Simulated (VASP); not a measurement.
# Hf4F in VASP: further runs

The runs below take Hf4F through single point, with PBE.

Program: VASP 6.6.1. These are calculated values, not measurements. Logs are shortened: lines on timing, memory, paths and dates and some standing lists are left out, and cuts for length are marked.

## Step 1: The cell of the first run

The cell holds a slab with vacuum, 5 atoms: a = 3.205 Å, b = 3.205 Å, c = 24.528 Å, α = 90.00°, β = 90.00°, γ = 120.00°.

## Step 2: Single point, PBE

Input file INCAR:

```
SYSTEM = Hf4F
PREC     = Accurate       ! precision mode
ENCUT    = 640            ! plane-wave cutoff, eV
EDIFF    = 1E-6           ! SCF threshold, eV
ISMEAR   = 0              ! smearing method
SIGMA    = 0.1            ! smearing width, eV
LREAL    = .FALSE.        ! projectors in reciprocal space
LASPH    = .TRUE.         ! aspherical terms in the spheres
NELM     = 300            ! most SCF steps
ALGO     = Normal         ! electronic algorithm
ISIF     = 2              ! what is computed and relaxed
LWAVE    = .FALSE.        ! write WAVECAR
LCHARG   = .FALSE.        ! write CHGCAR
LDIPOL   = .TRUE.       
IDIPOL   = 3            
DIPOL    = 0.5 0.5 0.372
GGA      = PE             ! functional
NBANDS   = 32             ! bands
GGA_COMPAT= .FALSE.      
NELMDL   = -8           
AMIX     = 0.1          
BMIX     = 1E-4         
AMIX_MAG = 0.4          
BMIX_MAG = 1E-4         
KPAR     = 4
```

Input file KPOINTS:

```
regular mesh
0
G
  9 9 1
  0 0 0
```

Input file POSCAR:

```
Hf4F
1.0
    3.2048170381      0.0000000000      0.0000000000
   -1.6024085190      2.7754529695      0.0000000000
    0.0000000000      0.0000000000     24.5281466259
Hf F
4 1
Direct
    0.6666666667      0.3333333333      0.1630779553
    0.3333333333      0.6666666667      0.2663815885
    0.6666666667      0.3333333333      0.3732987945
    0.3333333333      0.6666666667      0.4699966451
    0.3333333333      0.6666666667      0.5870050781
```

Potentials or basis: VASP PAW PBE potentials, release 64 (Hf_pv, F).

The run is started by

```sh
> cat potpaw_PBE.64/Hf_pv/POTCAR potpaw_PBE.64/F/POTCAR > POTCAR
> mpirun -np 4 vasp_std > vasp.out
```

OUTCAR:

```text
SYSTEM = Hf4F
   PREC = Accurate
   ENCUT = 640
   EDIFF = 1E-6
   ISMEAR = 0
   LREAL = .FALSE.
   LASPH = .TRUE.
   NELM = 300
   ISIF = 2
   GGA = PE
   NELMDL = -8
   AMIX = 0.1
   AMIX_MAG = 0.4

 ion  position               nearest neighbor table
   1  0.667  0.333  0.163-   2 3.14   2 3.14   2 3.14
   2  0.333  0.667  0.266-   1 3.14   1 3.14   1 3.14   3 3.21   3 3.21   3 3.21
   3  0.667  0.333  0.373-   4 3.01   4 3.01   4 3.01   2 3.21   2 3.21   2 3.21
   4  0.333  0.667  0.470-   5 2.87   3 3.01   3 3.01   3 3.01
   5  0.333  0.667  0.587-   4 2.87

  LATTYP: Found a hexagonal cell.
 ALAT       =     3.2048170381
 C/A-ratio  =     7.6535247829

  Lattice vectors:

 A1 = (   3.2048170381,   0.0000000000,   0.0000000000)
 A2 = (  -1.6024085190,   2.7754529695,   0.0000000000)
 A3 = (   0.0000000000,   0.0000000000,  24.5281466259)

Analysis of symmetry for initial positions (statically):
=====================================================================
 Subroutine PRICEL returns:
 Original cell was already a primitive cell.

 Routine SETGRP: Setting up the symmetry group for a
 hexagonal supercell.

 Subroutine GETGRP returns: Found  6 space group operations
 (whereof  6 operations were pure point group operations)
 out of a pool of 24 trial point group operations.

The static configuration has the point symmetry C_3v.

Analysis of symmetry for dynamics (positions and initial velocities):
=====================================================================
 Subroutine PRICEL returns:
 Original cell was already a primitive cell.

 Routine SETGRP: Setting up the symmetry group for a
 hexagonal supercell.

 Subroutine GETGRP returns: Found  6 space group operations
 (whereof  6 operations were pure point group operations)
 out of a pool of 24 trial point group operations.

The dynamic configuration has the point symmetry C_3v.

 Subroutine INISYM returns: Found  6 space group operations
 (whereof  6 operations are pure point group operations),
 and found     1 'primitive' translations

----------------------------------------------------------------------------------------

                                     Primitive cell

  volume of cell :     218.1734

  direct lattice vectors                    reciprocal lattice vectors
     3.204817038  0.000000000  0.000000000     0.312030293  0.180150774  0.000000000
    -1.602408519  2.775452969  0.000000000     0.000000000  0.360301548  0.000000000
     0.000000000  0.000000000 24.528146626     0.000000000  0.000000000  0.040769489

  length of vectors
     3.204817038  3.204817038 24.528146626     0.360301548  0.360301548  0.040769489

  position of ions in fractional coordinates (direct lattice)
     0.666666667  0.333333333  0.163077955
     0.333333333  0.666666667  0.266381589
     0.666666667  0.333333333  0.373298795
     0.333333333  0.666666667  0.469996645
     0.333333333  0.666666667  0.587005078

  ion indices of the primitive-cell ions
   primitive index   ion index
                 1           1
                 2           2
                 3           3
                 4           4
                 5           5

----------------------------------------------------------------------------------------

 KPOINTS: regular mesh

Automatic generation of k-mesh.
 Grid dimensions read from file:
 generate k-points for:    9    9    1

 Generating k-lattice:

  Cartesian coordinates                     Fractional coordinates (reciprocal lattice)
     0.034670033  0.020016753  0.000000000     0.111111111 -0.000000000  0.000000000
     0.000000000  0.040033505  0.000000000     0.000000000  0.111111111  0.000000000
     0.000000000  0.000000000  0.040769489     0.000000000  0.000000000  1.000000000

  Length of vectors
     0.040033505  0.040033505  0.040769489

  Shift w.r.t. Gamma in fractional coordinates (k-lattice)
     0.000000000  0.000000000  0.000000000

 Subroutine IBZKPT returns following result:
 ===========================================

 Found     12 irreducible k-points:

 Following reciprocal coordinates:
            Coordinates               Weight
  0.000000  0.000000  0.000000      1.000000
  0.111111 -0.000000  0.000000      6.000000
  0.222222 -0.000000  0.000000      6.000000
  0.333333 -0.000000  0.000000      6.000000
  0.444444 -0.000000  0.000000      6.000000
  0.111111  0.111111  0.000000      6.000000
  0.222222  0.111111  0.000000     12.000000
  0.333333  0.111111  0.000000     12.000000
  0.444444  0.111111  0.000000      6.000000
  0.222222  0.222222  0.000000      6.000000
  0.333333  0.222222  0.000000     12.000000
  0.333333  0.333333  0.000000      2.000000
   k-points           NKPTS =     12   k-points in BZ     NKDIM =     12   number of bands    NBANDS=     32
   number of dos      NEDOS =    301   number of ions     NIONS =      5
   total plane-waves  NPLWV = 164640
   dimension x,y,z NGX =    28 NGY =   28 NGZ =  210
   dimension x,y,z NGXF=    56 NGYF=   56 NGZF=  420
   ions per type =               4   1
   NGX,Y,Z   is equivalent  to a cutoff of  14.52, 14.52, 14.23 a.u.
   NGXF,Y,Z  is equivalent  to a cutoff of  29.05, 29.05, 28.47 a.u.
 SYSTEM =  Hf4F
   PREC   = accura    normal or accurate (medium, high low for compatibility)
   ISTART =      0    job   : 0-new  1-cont  2-samecut
   ICHARG =      2    charge: 1-file 2-atom 10-const
   ISPIN  =      1    spin polarized calculation?
   LNONCOLLINEAR =      F non collinear calculations
   LSORBIT =      F    spin-orbit coupling
   LASPH  =      T    aspherical Exc in radial PAW
   ENCUT  =  640.0 eV  47.04 Ry    6.86 a.u.   6.61  6.61 50.60*2*pi/ulx,y,z
   NELM   =    300;   NELMIN=  2; NELMDL= -8     # of ELM steps
   EDIFF  = 0.1E-05   stopping-criterion for ELM
   LREAL  =      F    real-space projection
   EDIFFG = 0.1E-04   stopping-criterion for IOM
   NSW    =      0    number of steps for IOM
   IBRION =     -1    ionic relax: 0-MD 1-quasi-New 2-CG
   NFREE  =      0    steps in history (QN), initial steepest desc. (CG)
   ISIF   =      2    stress and relaxation
   ISYM   =      2    0-nonsym 1-usesym 2-fastsym
   POTIM  = 0.5000    time-step for ionic-motion
   TEBEG  =    0.0;   TEEND  =   0.0 temperature during run
   PSTRESS=    0.0 pullay stress
   NELECT =      47.0000    total number of electrons
   NUPDOWN=      -1.0000    fix difference up-down
   EMIN   =  10.00;   EMAX   =-10.00  energy-range for DOS
   EFERMI =   0.00;   METHOD = LEGACY
   ISMEAR =     0;   SIGMA  =   0.10  broadening in eV -4-tet -1-fermi 0-gaus
   EFERMI_NEDOS =   21; number of points for ismear=-14 and -15
   IALGO  =     38    algorithm
   IMIX   =      4    mixing-type and parameters
     AMIX     =   0.10;   BMIX     =  0.00
     AMIX_MAG =   0.40;   BMIX_MAG =  0.00
  volume/ion in A,a.u.               =      43.63       294.46
  Fermi-wavevector in a.u.,A,eV,Ry     =   0.981387  1.854552 13.104041  0.963120
  Thomas-Fermi vector in A             =   2.112389
   LORBIT       =      0    0 simple, 1 ext, 2 COOP (PROOUT), +10 PAW based schemes
   GGA     = PE    functional components
   LHFCALC =     F    Hartree Fock is set to
   AEXX    =    0.0000 exact exchange contribution
   IVDW    =     0    specifies the selected vdW correction
   LEPSILON=     F    determine dielectric tensor
   LRPA    =     F    only Hartree local field effects (RPA)
 non-spin polarized calculation
 Gauss-broadening in eV      SIGMA  =   0.10
  energy-cutoff  :      640.00
  volume of cell :      218.17
 maximum number of plane-waves:      8117
 NGX is ok and might be reduce to    28
   NGX = 13   NGY = 13   NGZ =101

 dipolmoment           0.000000      0.000000     -0.204800 electrons x Angstroem

 number of electron      46.9999998 magnetization

 dipolmoment           0.000000      0.000000      0.321467 electrons x Angstroem

 Free energy of the ion-electron system (eV)
  ---------------------------------------------------
  ext. energy  EPLUGINS =         0.00000000
  ---------------------------------------------------
  free energy    TOTEN  =       -40.40553805 eV

  energy without entropy =      -40.34653975  energy(sigma->0) =      -40.37603890

 E-fermi :  -2.2495     XC(G=0):  -5.9532

 val. band max:       -2.2650913490   @ k =   0.3333   0.1111   0.0000
 cond. band min:      -2.2473396952   @ k =   0.1111  -0.0000   0.0000
 fundamental gap:      0.0177516538
 Fermi energy:        -2.2495163027

 k-point     1 :       0.0000    0.0000    0.0000
  band No.  band energies     occupation
      1     -33.4806      2.00000
      2     -33.3608      2.00000
      3     -33.0149      2.00000
      4     -33.0149      2.00000
      5     -32.8672      2.00000
      6     -32.8672      2.00000
[... 24 lines left out ...]
     31      -0.5175      0.00000
     32      -0.5175      0.00000

 k-point     2 :       0.1111   -0.0000    0.0000
  band No.  band energies     occupation
      1     -33.4643      2.00000
      2     -33.3479      2.00000
      3     -33.0879      2.00000
      4     -33.0308      2.00000
      5     -32.9435      2.00000
      6     -32.8827      2.00000
[... 24 lines left out ...]
     31      -0.5821      0.00000
     32      -0.2452      0.00000
[... 313 lines left out ...]
     31       0.7563      0.00000
     32       1.3241      0.00000

 k-point    12 :       0.3333    0.3333    0.0000
  band No.  band energies     occupation
      1     -33.4327      2.00000
      2     -33.4015      2.00000
      3     -33.3351      2.00000
      4     -33.2662      2.00000
      5     -33.2478      2.00000
      6     -33.2381      2.00000
[... 24 lines left out ...]
     31       0.8548      0.00000
     32       1.4752      0.00000

------------------------ aborting loop because EDIFF is reached ----------------------------------------

 vacuum level on the upper side and lower side of the slab       (xc-potential included)         3.129        -3.344

  FORCE on cell =-STRESS in cart. coord.  units (eV):
  Direction    XX          YY          ZZ          XY          YZ          ZX
  --------------------------------------------------------------------------------------
  -------------------------------------------------------------------------------------
  Total       -0.6312720     -0.6312720     -9.2974735     -0.0000000     -0.0000000     -0.0000000
  in kB       -4.6358061     -4.6358061    -68.2768830     -0.0000000     -0.0000000     -0.0000000
  external PRESSURE =     -25.8494984 kB  Pullay stress =       0.0000000 kB

 VOLUME and BASIS-vectors are now :
 -----------------------------------------------------------------------------
  energy-cutoff  :      640.00
  volume of cell :      218.17
      direct lattice vectors                 reciprocal lattice vectors
     3.204817038  0.000000000  0.000000000     0.312030293  0.180150774  0.000000000
    -1.602408519  2.775452969  0.000000000     0.000000000  0.360301548  0.000000000
     0.000000000  0.000000000 24.528146626     0.000000000  0.000000000  0.040769489

 POSITION                                       TOTAL-FORCE (eV/Angst)
 -----------------------------------------------------------------------------------
      1.60241      0.92515      4.00000        -0.000000      0.000000      0.720657
     -0.00000      1.85030      6.53385         0.000000      0.000000     -0.706426
      1.60241      0.92515      9.15633        -0.000000      0.000000     -0.273770
     -0.00000      1.85030     11.52815        -0.000000      0.000000      3.056677
     -0.00000      1.85030     14.39815         0.000000     -0.000000     -2.797137
 -----------------------------------------------------------------------------------
    total drift:                                0.000001     -0.000001      0.000458

  FREE ENERGIE OF THE ION-ELECTRON SYSTEM (eV)
  ---------------------------------------------------
  free  energy   TOTEN  =       -40.4055380527 eV

  energy  without entropy=      -40.3465397527  energy(sigma->0) =      -40.37603890

 vacuum level on the upper side and lower side of the slab         8.596         1.995
```

Wall time 4.7 min (4 MPI ranks of AMD EPYC 7R13 (Zen 3), shared host); peak memory 0.44 GiB.

What came out:

| Item | Value |
| --- | --- |
| Free energy | -40.4055 eV |
| Largest force | 3.057 eV/Å |
| Band gap on the k mesh | zero (an odd number of electrons rules out a gap without spin polarisation) |

Forces on the atoms (eV/Å):
```
Hf   0.000  0.000  0.721
Hf   0.000  0.000 -0.706
Hf   0.000  0.000 -0.274
Hf   0.000  0.000  3.057
F    0.000  0.000 -2.797
```

Caveat: spin-orbit coupling is left out, which moves the levels of the heavy elements.

## Step 3: Single point, PBE

Input file INCAR:

```
SYSTEM = Hf4F
ALGO = Normal
AMIX = 0.1
AMIX_MAG = 0.4
BMIX = 1E-4
BMIX_MAG = 1E-4
DIPOL = 0.5 0.5 0.359
EDIFF = 1E-6
ENCUT = 640
GGA = PE
GGA_COMPAT = .False.
IDIPOL = 3
ISIF = 2
ISMEAR = 0
KPAR = 4
LASPH = .True.
LCHARG = .False.
LDIPOL = .True.
LREAL = .False.
LWAVE = .False.
NBANDS = 32
NELM = 300
NELMDL = -8
PREC = Accurate
SIGMA = 0.1
```

Input file KPOINTS:

```
k-points
0
Gamma
  9 9 1
  0 0 0
```

POSCAR: that of step 2 with these lines changed.

```diff
@@ -12,2 +12,2 @@
     0.3333333333      0.6666666667      0.4699966451
-    0.3333333333      0.6666666667      0.5870050781
+    1.0000000000      0.0000000000      0.5242200653
```

Potentials or basis: VASP PAW PBE potentials, release 64 (Hf_pv, F).

The run is started by

```sh
> cat potpaw_PBE.64/Hf_pv/POTCAR potpaw_PBE.64/F/POTCAR > POTCAR
> mpirun -np 4 vasp_std > vasp.out
```

Wall time 2.2 min (4 MPI ranks of Intel Xeon 6975P-C (Granite Rapids), shared host); peak memory 0.45 GiB.

Results (log left out):

```
Free energy            : -44.8711 eV
Largest force          : 0.781 eV/Å
Band gap on the k mesh : zero (an odd number of electrons rules out a gap without spin polarisation)
```

Forces on the atoms (eV/Å):
```
Hf   0.000  0.000  0.718
Hf   0.000  0.000 -0.781
Hf   0.000  0.000 -0.119
Hf   0.000  0.000  0.183
F    0.000  0.000 -0.002
```

Levels at points of the mesh, in eV from the Fermi level:
```csv
k point,band 19,band 20,band 21,band 22,band 23,band 24,band 25,band 26,band 27,band 28
"(0.00, 0.00, 0.00)",-4.15,-2.79,-0.13,0.26,0.71,1.05,1.05,1.18,1.18,1.42
```

Caveat: spin-orbit coupling is left out, which moves the levels of the heavy elements.

## Step 4: Single point, PBE

Input file INCAR:

```
PREC     = Accurate       # precision mode
ENCUT    = 640            # plane-wave cutoff, eV
EDIFF    = 1E-6           # SCF threshold, eV
ISMEAR   = 0              # smearing method
SIGMA    = 0.1            # smearing width, eV
LREAL    = False          # projectors in reciprocal space
LASPH    = True           # aspherical terms in the spheres
NELM     = 300            # most SCF steps
ALGO     = Normal         # electronic algorithm
ISIF     = 2              # what is computed and relaxed
LWAVE    = False          # write WAVECAR
LCHARG   = False          # write CHGCAR
LDIPOL   = True         
IDIPOL   = 3            
DIPOL    = 0.5 0.5 0.372
GGA      = PE             # functional
NBANDS   = 32             # bands
GGA_COMPAT= False        
NELMDL   = -8           
AMIX     = 0.1          
BMIX     = 1E-4         
AMIX_MAG = 0.4          
BMIX_MAG = 1E-4         
KPAR     = 4
```

Input file KPOINTS:

```
regular mesh
0
Gamma
  9 9 1
```

POSCAR: that of step 3 with these lines changed.

```diff
@@ -12,2 +12,2 @@
     0.3333333333      0.6666666667      0.4699966451
-    1.0000000000      0.0000000000      0.5242200653
+    0.6666666667      0.3333333333      0.5870050781
```

The run is started by

```sh
> cat potpaw_PBE.64/Hf_pv/POTCAR potpaw_PBE.64/F/POTCAR > POTCAR
> mpirun -np 4 vasp_std > vasp.out
```

It took 9.9 min on 4 MPI ranks of Intel Xeon Platinum 8259CL at 2.50GHz (Skylake/Cascade Lake), shared host; peak memory 0.44 GiB.

The run converged. Its results:

| Item | Value |
| --- | --- |
| Free energy | -40.2590 eV |
| Largest force | 2.507 eV/Å |
| Band gap on the k mesh | zero (an odd number of electrons rules out a gap without spin polarisation) |

Forces on the atoms (eV/Å):
```
Hf   0.000  0.000  0.716
Hf   0.000  0.000 -0.722
Hf   0.000  0.000 -0.145
Hf   0.000  0.000  2.507
F    0.000  0.000 -2.357
```

Levels at points of the mesh, in eV from the Fermi level:
| k point | band 21 | band 22 | band 23 | band 24 | band 25 | band 26 |
| --- | --- | --- | --- | --- | --- | --- |
| (0.00, 0.00, 0.00) | 0.02 | 0.27 | 0.70 | 0.94 | 0.94 | 1.16 |

Caveat: spin-orbit coupling is left out, which moves the levels of the heavy elements.

## Step 5: Overview

```csv
cell,gap on the mesh (eV),largest force (eV/Å)
"as given, atomic positions A",none,3.06
"as given, atomic positions B",none,0.78
"as given, atomic positions C",none,2.51
```

Alike in all rows: task single point; level PBE; potentials or basis VASP PAW PBE potentials, release 64 (Hf_pv, F); no spin polarisation; k mesh 9 × 9 × 1; cutoff (eV) 640; smearing gaussian 0.1 eV.

Caveats: spin-orbit coupling is left out, which moves the levels of the heavy elements.

Absolute energies hang on the potentials; compare differences alone.
